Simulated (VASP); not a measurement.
# Ti3C2 (P6_3/mmc) in VASP: a series of runs

Runs on Ti3C2. Level: LDA. Tasks: relaxation of cell and atoms.

Program: VASP 6.6.1. These are calculated values, not measurements. Logs are shortened: lines on timing, memory, paths and dates and some standing lists are left out, and cuts for length are marked.

## (1) The cell of the first run

The structure is hexagonal, space group P6_3/mmc (No. 194). The conventional cell has a = 3.067 Å, b = 3.067 Å, c = 15.117 Å, α = 90.00°, β = 90.00°, γ = 120.00°. Within 2.7 Å of Ti (site symmetry 3m) lie 3 C at 2.06 Å. Within 2.9 Å of Ti (site symmetry -3m) lie 6 C at 2.20 Å. C (site symmetry 3m) has 6 Ti at 2.06 to 2.20 Å within 2.7 Å.

## (2) Relaxation of cell and atoms, LDA, target pressure 2 GPa, at which the enthalpy is minimised

The input, INCAR:

```
  PREC = Accurate
  ENCUT = 600
  EDIFF = 1E-6
  ISMEAR = -1
  SIGMA = 0.3
  LREAL = False
  LASPH = True
  NELM = 100
  ALGO = Normal
  ISIF = 3
  LWAVE = False
  LCHARG = False
  IBRION = 2
  NSW = 100
  EDIFFG = -0.01
  PSTRESS = 20.0
```

The input, KPOINTS:

```
Automatic mesh
0
Gamma
  8 8 2
```

The input, POSCAR:

```
Ti3C2
1.0
    3.0666050000      0.0000000000      0.0000000000
   -1.5333020000      2.6557580000      0.0000000000
    0.0000000000      0.0000000000     15.1171500000
Ti C
6 4
Direct
    0.3333333333      0.6666666667      0.8438780000
    0.6666666667      0.3333333333      0.3438780000
    0.6666666667      0.3333333333      0.1561220000
    0.3333333333      0.6666666667      0.6561220000
    0.0000000000      0.0000000000      0.0000000000
    0.0000000000      0.0000000000      0.5000000000
    0.6666666667      0.3333333333      0.9141040000
    0.3333333333      0.6666666667      0.4141040000
    0.6666666667      0.3333333333      0.5858960000
    0.3333333333      0.6666666667      0.0858960000
```

Potentials or basis: VASP PAW LDA potentials, release 64 (Ti_sv, C).

Launch:

```
$ cat potpaw_LDA.64/Ti_sv/POTCAR potpaw_LDA.64/C/POTCAR > POTCAR
$ mpirun -np 1 vasp_std > vasp.out
```

OUTCAR:

```text
PREC = Accurate
   ENCUT = 600
   EDIFF = 1E-6
   ISMEAR = -1
   LREAL = False
   LASPH = True
   NELM = 100
   ISIF = 3
   IBRION = 2
   NSW = 100
   EDIFFG = -0.01
   PSTRESS = 20.0

 ion  position               nearest neighbor table
   1  0.333  0.667  0.844-   7 2.06   7 2.06   7 2.06   4 2.84
   2  0.667  0.333  0.344-   8 2.06   8 2.06   8 2.06   3 2.84
   3  0.667  0.333  0.156-  10 2.06  10 2.06  10 2.06   2 2.84
   4  0.333  0.667  0.656-   9 2.06   9 2.06   9 2.06   1 2.84
   5  0.000  0.000  0.000-   7 2.20  10 2.20  10 2.20   7 2.20   7 2.20  10 2.20
   6  0.000  0.000  0.500-   8 2.20   9 2.20   8 2.20   9 2.20   9 2.20   8 2.20
   7  0.667  0.333  0.914-   1 2.06   1 2.06   1 2.06   5 2.20   5 2.20   5 2.20
   8  0.333  0.667  0.414-   2 2.06   2 2.06   2 2.06   6 2.20   6 2.20   6 2.20
   9  0.667  0.333  0.586-   4 2.06   4 2.06   4 2.06   6 2.20   6 2.20   6 2.20
  10  0.333  0.667  0.086-   3 2.06   3 2.06   3 2.06   5 2.20   5 2.20   5 2.20

  LATTYP: Found a hexagonal cell.
 ALAT       =     3.0666050000
 C/A-ratio  =     4.9296045627

  Lattice vectors:

 A1 = (   3.0666050000,   0.0000000000,   0.0000000000)
 A2 = (  -1.5333020000,   2.6557580000,   0.0000000000)
 A3 = (   0.0000000000,   0.0000000000,  15.1171500000)

Analysis of symmetry for initial positions (statically):
=====================================================================
 Subroutine PRICEL returns:
 Original cell was already a primitive cell.

 Routine SETGRP: Setting up the symmetry group for a
 hexagonal supercell.

 Subroutine GETGRP returns: Found 24 space group operations
 (whereof 12 operations were pure point group operations)
 out of a pool of 24 trial point group operations.

The static configuration has the point symmetry D_3d.
 The point group associated with its full space group is D_6h.

Analysis of symmetry for dynamics (positions and initial velocities):
=====================================================================
 Subroutine PRICEL returns:
 Original cell was already a primitive cell.

 Routine SETGRP: Setting up the symmetry group for a
 hexagonal supercell.

 Subroutine GETGRP returns: Found 24 space group operations
 (whereof 12 operations were pure point group operations)
 out of a pool of 24 trial point group operations.

The dynamic configuration has the point symmetry D_3d.
 The point group associated with its full space group is D_6h.

 Subroutine INISYM returns: Found 24 space group operations
 (whereof 12 operations are pure point group operations),
 and found     1 'primitive' translations

----------------------------------------------------------------------------------------

                                     Primitive cell

  volume of cell :     123.1165

  direct lattice vectors                    reciprocal lattice vectors
     3.066605000  0.000000000  0.000000000     0.326093514  0.188270105  0.000000000
    -1.533302000  2.655758000  0.000000000     0.000000000  0.376540332  0.000000000
     0.000000000  0.000000000 15.117150000     0.000000000  0.000000000  0.066150035

  length of vectors
     3.066605000  3.066604894 15.117150000     0.376540319  0.376540332  0.066150035

  position of ions in fractional coordinates (direct lattice)
     0.333333333  0.666666667  0.843878000
     0.666666667  0.333333333  0.343878000
     0.666666667  0.333333333  0.156122000
     0.333333333  0.666666667  0.656122000
     0.000000000  0.000000000  0.000000000
     0.000000000  0.000000000  0.500000000
     0.666666667  0.333333333  0.914104000
     0.333333333  0.666666667  0.414104000
     0.666666667  0.333333333  0.585896000
     0.333333333  0.666666667  0.085896000

  ion indices of the primitive-cell ions
   primitive index   ion index
                 1           1
                 2           2
                 3           3
                 4           4
                 5           5
                 6           6
                 7           7
                 8           8
                 9           9
                10          10

----------------------------------------------------------------------------------------

 KPOINTS: Automatic mesh

Automatic generation of k-mesh.
 Grid dimensions read from file:
 generate k-points for:    8    8    2

 Generating k-lattice:

  Cartesian coordinates                     Fractional coordinates (reciprocal lattice)
     0.040761689  0.023533763  0.000000000     0.125000000  0.000000000  0.000000000
     0.000000000  0.047067542  0.000000000     0.000000000  0.125000000  0.000000000
     0.000000000  0.000000000  0.033075017     0.000000000  0.000000000  0.500000000

  Length of vectors
     0.047067540  0.047067542  0.033075017

  Shift w.r.t. Gamma in fractional coordinates (k-lattice)
     0.000000000  0.000000000  0.000000000

 Subroutine IBZKPT returns following result:
 ===========================================

 Found     20 irreducible k-points:

 Following reciprocal coordinates:
            Coordinates               Weight
  0.000000  0.000000  0.000000      1.000000
  0.125000  0.000000  0.000000      6.000000
  0.250000  0.000000  0.000000      6.000000
  0.375000  0.000000  0.000000      6.000000
  0.500000  0.000000  0.000000      3.000000
  0.125000  0.125000  0.000000      6.000000
[... 12 lines left out ...]
  0.250000  0.250000  0.500000      6.000000
  0.375000  0.250000  0.500000      6.000000
   k-points           NKPTS =     20   k-points in BZ     NKDIM =     20   number of bands    NBANDS=     52
   number of dos      NEDOS =    301   number of ions     NIONS =     10
   total plane-waves  NPLWV =  72576
   dimension x,y,z NGX =    24 NGY =   24 NGZ =  126
   dimension x,y,z NGXF=    48 NGYF=   48 NGZF=  252
   ions per type =               6   4
   NGX,Y,Z   is equivalent  to a cutoff of  13.01, 13.01, 13.86 a.u.
   NGXF,Y,Z  is equivalent  to a cutoff of  26.02, 26.02, 27.71 a.u.
 SYSTEM =  unknown system
   PREC   = accura    normal or accurate (medium, high low for compatibility)
   ISTART =      0    job   : 0-new  1-cont  2-samecut
   ICHARG =      2    charge: 1-file 2-atom 10-const
   ISPIN  =      1    spin polarized calculation?
   LNONCOLLINEAR =      F non collinear calculations
   LSORBIT =      F    spin-orbit coupling
   LASPH  =      T    aspherical Exc in radial PAW
   ENCUT  =  600.0 eV  44.10 Ry    6.64 a.u.   6.12  6.12 30.19*2*pi/ulx,y,z
   NELM   =    100;   NELMIN=  2; NELMDL= -5     # of ELM steps
   EDIFF  = 0.1E-05   stopping-criterion for ELM
   LREAL  =      F    real-space projection
   EDIFFG = -.1E-01   stopping-criterion for IOM
   NSW    =    100    number of steps for IOM
   IBRION =      2    ionic relax: 0-MD 1-quasi-New 2-CG
   NFREE  =      1    steps in history (QN), initial steepest desc. (CG)
   ISIF   =      3    stress and relaxation
   ISYM   =      2    0-nonsym 1-usesym 2-fastsym
   POTIM  = 0.5000    time-step for ionic-motion
   TEBEG  =    0.0;   TEEND  =   0.0 temperature during run
   PSTRESS=   20.0 pullay stress
   NELECT =      88.0000    total number of electrons
   NUPDOWN=      -1.0000    fix difference up-down
   EMIN   =  10.00;   EMAX   =-10.00  energy-range for DOS
   EFERMI =   0.00;   METHOD = LEGACY
   ISMEAR =    -1;   SIGMA  =   0.30  broadening in eV -4-tet -1-fermi 0-gaus
   EFERMI_NEDOS =   21; number of points for ismear=-14 and -15
   IALGO  =     38    algorithm
   IMIX   =      4    mixing-type and parameters
     AMIX     =   0.40;   BMIX     =  1.00
     AMIX_MAG =   1.60;   BMIX_MAG =  1.00
  volume/ion in A,a.u.               =      12.31        83.08
  Fermi-wavevector in a.u.,A,eV,Ry     =   1.463739  2.766066 29.150914  2.142532
  Thomas-Fermi vector in A             =   2.579798
   LORBIT       =      0    0 simple, 1 ext, 2 COOP (PROOUT), +10 PAW based schemes
   GGA     = CA    functional components
   LHFCALC =     F    Hartree Fock is set to
   AEXX    =    0.0000 exact exchange contribution
   IVDW    =     0    specifies the selected vdW correction
   LEPSILON=     F    determine dielectric tensor
   LRPA    =     F    only Hartree local field effects (RPA)
 conjugate gradient relaxation of ions
 non-spin polarized calculation
  energy-cutoff  :      600.00
  volume of cell :      123.12
 maximum number of plane-waves:      4142
   NGX = 13   NGY = 13   NGZ = 61

--------------------------------------- Ionic step        1  -------------------------------------------

 number of electron      87.9999978 magnetization

 Free energy of the ion-electron system (eV)
  ---------------------------------------------------
  ext. energy  EPLUGINS =         0.00000000
  ---------------------------------------------------
  free energy    TOTEN  =      -100.04099086 eV

  energy without entropy =      -98.56026575  energy(sigma->0) =      -99.30062831

------------------------ aborting loop because EDIFF is reached ----------------------------------------

  FORCE on cell =-STRESS in cart. coord.  units (eV):
  Direction    XX          YY          ZZ          XY          YZ          ZX
  --------------------------------------------------------------------------------------
  -------------------------------------------------------------------------------------
  Total       -5.7450483     -5.7450490     -5.9305588     -0.0000011      0.0000000     -0.0000000
  in kB      -74.7632209    -74.7632303    -77.1773641     -0.0000141      0.0000000     -0.0000000
  external PRESSURE =     -95.5679384 kB  Pullay stress =      20.0000000 kB
[... 117 lines left out ...]
  FREE ENERGIE OF THE ION-ELECTRON SYSTEM (eV)
  ---------------------------------------------------
  free  energy   TOTEN  =      -100.1450877520 eV

  energy  without entropy=      -98.7671523599  energy(sigma->0) =      -99.45612006

  enthalpy is  TOTEN    =       -98.6733667627 eV   P V=        1.4717209893

[... ionic steps 4 to 8 ...]

--------------------------------------- Ionic step        9  -------------------------------------------

 number of electron      88.0000013 magnetization

------------------------ aborting loop because EDIFF is reached ----------------------------------------

  FORCE on cell =-STRESS in cart. coord.  units (eV):
  Direction    XX          YY          ZZ          XY          YZ          ZX
  --------------------------------------------------------------------------------------
  -------------------------------------------------------------------------------------
  Total        1.6659714      1.6659716      1.7018165      0.0000003     -0.0000000     -0.0000000
  in kB       22.9740361     22.9740391     23.4683465      0.0000045     -0.0000000     -0.0000000
  external PRESSURE =       3.1388072 kB  Pullay stress =      20.0000000 kB
[... 77 lines left out ...]
  enthalpy is  TOTEN    =       -98.6971820262 eV   P V=        1.4515027216

--------------------------------------- Ionic step       11  -------------------------------------------

 number of electron      88.0000011 magnetization

 Free energy of the ion-electron system (eV)
  ---------------------------------------------------
  ext. energy  EPLUGINS =         0.00000000
  ---------------------------------------------------
  free energy    TOTEN  =      -100.14997984 eV

  energy without entropy =      -98.79769174  energy(sigma->0) =      -99.47383579

 E-fermi :   8.9046     XC(G=0): -12.4788

 val. band max:        8.8421288516   @ k =   0.1250   0.1250   0.0000
 cond. band min:       9.0156895833   @ k =   0.1250   0.0000   0.0000
 fundamental gap:      0.1735607317
 Fermi energy:         8.9046298088

 k-point     1 :       0.0000    0.0000    0.0000
  band No.  band energies     occupation
      1     -47.0409      2.00000
      2     -47.0247      2.00000
      3     -47.0004      2.00000
      4     -46.9782      2.00000
      5     -46.8675      2.00000
      6     -46.8615      2.00000
[... 1126 lines left out ...]
  FREE ENERGIE OF THE ION-ELECTRON SYSTEM (eV)
  ---------------------------------------------------
  free  energy   TOTEN  =      -100.1499798368 eV

  energy  without entropy=      -98.7976917415  energy(sigma->0) =      -99.47383579

  enthalpy is  TOTEN    =       -98.6972019100 eV   P V=        1.4527779268

 reached required accuracy - stopping structural energy minimisation
```

It took 13 min on 1 thread of Intel Xeon 6975P-C (Granite Rapids), shared host; peak memory 0.29 GiB.

What came out:

```yaml
Free_energy: -100.1500 eV
Relaxed_volume: 11.64 Å³/atom
Relaxed_cell: a = 3.016 Å, b = 3.016 Å, c = 14.776 Å, α = 90.00°, β = 90.00°, γ = 120.00°
Space_group_after_relaxing_to_0.05_Å: P6_3/mmc (No. 194)
Energy_change_on_relaxing_the_enthalpy_is_what_falls: -10.9 meV/atom
Ionic_steps: 11
Pressure_after_relaxing: 1.9 GPa
Largest_force_after_relaxing: 0.004 eV/Å
Band_gap_on_the_k_mesh: zero (band 44 reaches 9.42 eV, above the bottom of band 45 at 9.06 eV)
```

Forces on the atoms (eV/Å):
```
Ti   0.000  0.000  0.001
Ti   0.000  0.000  0.001
Ti   0.000  0.000 -0.001
Ti   0.000  0.000 -0.001
Ti   0.000  0.000  0.000
Ti   0.000  0.000  0.000
C    0.000  0.000  0.004
C    0.000  0.000  0.004
C    0.000  0.000 -0.004
C    0.000  0.000 -0.004
```

Stress tensor (GPa, compression positive):
```
1.91 0.00 0.00
0.00 1.91 0.00
0.00 0.00 2.02
```

Step by step:
| step | energy change (eV) | largest force (eV/Å) | pressure (GPa) | volume (Å³) |
| --- | --- | --- | --- | --- |
| 1 | 0.0000 | 0.3483 | -7.56 | 123.12 |
| 2 | 0.3785 | 1.5627 | 18.63 | 110.49 |
| 3 | -0.1041 | 0.3359 | 1.55 | 117.90 |
| 4 | -0.1029 | 0.3506 | 1.71 | 117.80 |
| 5 | -0.1099 | 0.1437 | 1.88 | 117.06 |
| 6 | -0.1075 | 0.1663 | 2.00 | 116.76 |
| 7 | -0.1095 | 0.0990 | 1.94 | 116.58 |
| 8 | -0.1086 | 0.0303 | 1.88 | 116.36 |
| 9 | -0.1063 | 0.0303 | 2.31 | 116.18 |
| 10 | -0.1077 | 0.0023 | 2.11 | 116.28 |
| 11 | -0.1090 | 0.0040 | 1.95 | 116.38 |

Final structure:
```cif
data_structure
_symmetry_space_group_name_H-M 'P 1'
_symmetry_Int_Tables_number 1
_cell_length_a 3.0158
_cell_length_b 3.0158
_cell_length_c 14.7760
_cell_angle_alpha 90.000
_cell_angle_beta 90.000
_cell_angle_gamma 120.000
_cell_volume 116.38
loop_
_atom_site_label
_atom_site_type_symbol
_atom_site_fract_x
_atom_site_fract_y
_atom_site_fract_z
_atom_site_occupancy
Ti1 Ti 0.33333 0.66667 0.84210 1
Ti2 Ti 0.66667 0.33333 0.34210 1
Ti3 Ti 0.66667 0.33333 0.15790 1
Ti4 Ti 0.33333 0.66667 0.65790 1
Ti5 Ti 0.00000 0.00000 0.00000 1
Ti6 Ti 0.00000 0.00000 0.50000 1
C1 C 0.66667 0.33333 0.91368 1
C2 C 0.33333 0.66667 0.41368 1
C3 C 0.66667 0.33333 0.58632 1
C4 C 0.33333 0.66667 0.08632 1
```

Caveat: the cell is relaxed towards a set pressure, so the enthalpy falls and the energy may rise.

## (3) Relaxation of cell and atoms, LDA, target pressure 5 GPa, at which the enthalpy is minimised

The input, INCAR:

```
SYSTEM = Ti3C2
  ALGO = Normal
  EDIFF = 1E-7
  EDIFFG = -0.01
  ENCUT = 600
  IBRION = 2
  ISIF = 3
  ISMEAR = -1
  LASPH = .True.
  LCHARG = .False.
  LREAL = .False.
  LWAVE = .False.
  NELM = 60
  NSW = 100
  PREC = Accurate
  PSTRESS = 50.0
  SIGMA = 0.3
```

The input, KPOINTS:

```
k-points
0
Gamma
  8 8 2
  0 0 0
```

POSCAR is that of step 2.

Potentials or basis: VASP PAW LDA potentials, release 64 (Ti_sv, C).

Launch:

```
$ cat potpaw_LDA.64/Ti_sv/POTCAR potpaw_LDA.64/C/POTCAR > POTCAR
$ mpirun -np 1 vasp_std > vasp.out
```

Run time: 17 min. Hardware: 1 thread of Intel Xeon 6975P-C (Granite Rapids), shared host; peak memory 0.29 GiB.

Results (log left out):

```
Free energy                                            : -100.1055 eV
Relaxed volume                                         : 11.43 Å³/atom
Relaxed cell                                           : a = 3.000 Å, b = 3.000 Å, c = 14.669 Å, α = 90.00°, β = 90.00°, γ = 120.00°
Space group after relaxing (to 0.05 Å)                 : P6_3/mmc (No. 194)
Energy change on relaxing (the enthalpy is what falls) : -6.4 meV/atom
Ionic steps                                            : 10
Pressure after relaxing                                : 4.9 GPa
Band gap on the k mesh                                 : zero (band 44 reaches 9.63 eV, above the bottom of band 45 at 9.25 eV)
```

Stress tensor (GPa, compression positive):
```
4.91 0.00 0.00
0.00 4.91 0.00
0.00 0.00 4.98
```

The path:
| step | energy change (eV) | largest force (eV/Å) | pressure (GPa) | volume (Å³) |
| --- | --- | --- | --- | --- |
| 1 | 0.0000 | 0.3484 | -7.56 | 123.12 |
| 2 | 0.9379 | 2.1995 | 29.12 | 106.71 |
| 3 | -0.0777 | 0.5138 | 4.33 | 116.42 |
| 4 | -0.0736 | 0.5341 | 4.59 | 116.29 |
| 5 | -0.0769 | 0.2092 | 4.83 | 115.24 |
| 6 | -0.0671 | 0.2621 | 4.95 | 114.83 |
| 7 | -0.0673 | 0.1379 | 5.00 | 114.50 |
| 8 | -0.0604 | 0.0202 | 5.07 | 114.17 |
| 9 | -0.0608 | 0.0183 | 5.08 | 114.18 |
| 10 | -0.0645 | 0.0019 | 4.93 | 114.29 |

Final structure:
```
Ti C
1.0
     2.99953    0.00000    0.00000
    -1.49976    2.59767    0.00000
     0.00000    0.00000   14.66861
Ti C
6 4
Direct
  0.33333 0.66667 0.84106
  0.66667 0.33333 0.34106
  0.66667 0.33333 0.15894
  0.33333 0.66667 0.65894
  0.00000 0.00000 0.00000
  0.00000 0.00000 0.50000
  0.66667 0.33333 0.91339
  0.33333 0.66667 0.41339
  0.66667 0.33333 0.58661
  0.33333 0.66667 0.08661
```

Levels at points of the mesh, in eV from the Fermi level:
```csv
k point,band 41,band 42,band 43,band 44,band 45,band 46,band 47,band 48
"(0.00, 0.00, 0.00)",-1.58,-1.48,0.26,0.53,0.53,0.66,0.71,0.71
"(0.50, 0.00, 0.00)",-1.64,-1.64,-1.09,-1.06,0.50,0.83,2.15,2.28
"(0.00, 0.00, 0.50)",-1.58,-1.58,0.46,0.46,0.61,0.61,0.61,0.61
"(0.50, 0.00, 0.50)",-1.73,-1.73,-1.07,-1.07,0.66,0.66,2.27,2.27
```

Caveat: the cell is relaxed towards a set pressure, so the enthalpy falls and the energy may rise.

[end of part 1 of 2]
